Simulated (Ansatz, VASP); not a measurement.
## KI in VASP and in Ansatz

Contents of INCAR:

```
SYSTEM = KI
PREC     = Accurate       ! precision mode
ENCUT    = 520            ! plane-wave cutoff, eV
EDIFF    = 1E-7           ! SCF threshold, eV
ISMEAR   = 0              ! smearing method
SIGMA    = 0.05           ! smearing width, eV
LREAL    = .False.        ! projectors in reciprocal space
LASPH    = .True.         ! aspherical terms in the spheres
NELM     = 100            ! most SCF steps
ALGO     = Normal         ! electronic algorithm
ISIF     = 2              ! what is computed and relaxed
LWAVE    = .False.        ! write WAVECAR
LCHARG   = .False.        ! write CHGCAR
GGA      = PS             ! functional
NBANDS   = 15             ! bands
```

File KPOINTS:

```
regular mesh
0
Gamma
  6 6 6
  0 0 0
```

The input POSCAR:

```
KI
1.0
    4.2911966600      0.0000000000      0.0000000000
    0.0000000000      4.2911966600      0.0000000000
    0.0000000000      0.0000000000      4.2911966600
K I
1 1
Direct
    0.0061792797      0.0061792797      0.0000000000
    0.5000000000      0.5000000000      0.5000000000
```

Input for Ansatz:

```yaml
crystal:
  lattice:
    - [4.29119666, 0.0, 0.0]
    - [0.0, 4.29119666, 0.0]
    - [0.0, 0.0, 4.29119666]
  atoms:
    - { symbol: K, position: [0.0061792797, 0.0061792797, 0.0] }
    - { symbol: I, position: [0.5, 0.5, 0.5] }
basis:
  ecutwfc: 420
kpoints:
  mp_grid: { grid: [6, 6, 6] }
hamiltonian:
  xc: pbesol
scf:
  occupations: { method: gaussian, width: 0.05 }
output:
  forces: true
  stress: true
  eigenvalues: true
```

Change from the starting cell: all K atoms moved +0.037 Å, as atom 1 along Cartesian [1 1 0].

Alike in both runs: task single point; functional PBEsol; k mesh 6 × 6 × 6; occupations gaussian, width 0.05 eV; no spin polarisation.

|  | VASP | Ansatz |
| --- | --- | --- |
| version | VASP 6.6.1 | Ansatz 0.2.0 |
| potentials or method | VASP PAW PBE potentials, release 64 (K_sv, I), cutoff 520 eV | scalar-relativistic, plane waves, PAW |
| valence electrons in the cell | 16 | 26 |

|  | VASP | Ansatz | Ansatz less VASP |
| --- | --- | --- | --- |
| gap on the k mesh at the Fermi level (eV) | 3.18 | 3.19 | +0.004 |
| least direct gap on the mesh (eV) | 3.55 | 3.55 | +0.003 |
| pressure (GPa) | -0.6 | -0.6 | -0.03 |
| rms of the force components (eV/Å) | 0.010 | 0.010 | -0.0002 |

VASP's potentials were made for PBE, not for PBEsol. Atom by atom the forces differ by 0.000 eV/Å (rms over components). With one functional, cell and mesh, what is left measures potentials, basis and numerics. VASP's potentials hold 16 valence electrons a cell and Ansatz's 26, so a difference there can come from the potentials and not from the codes.

Spin-orbit coupling is off throughout.
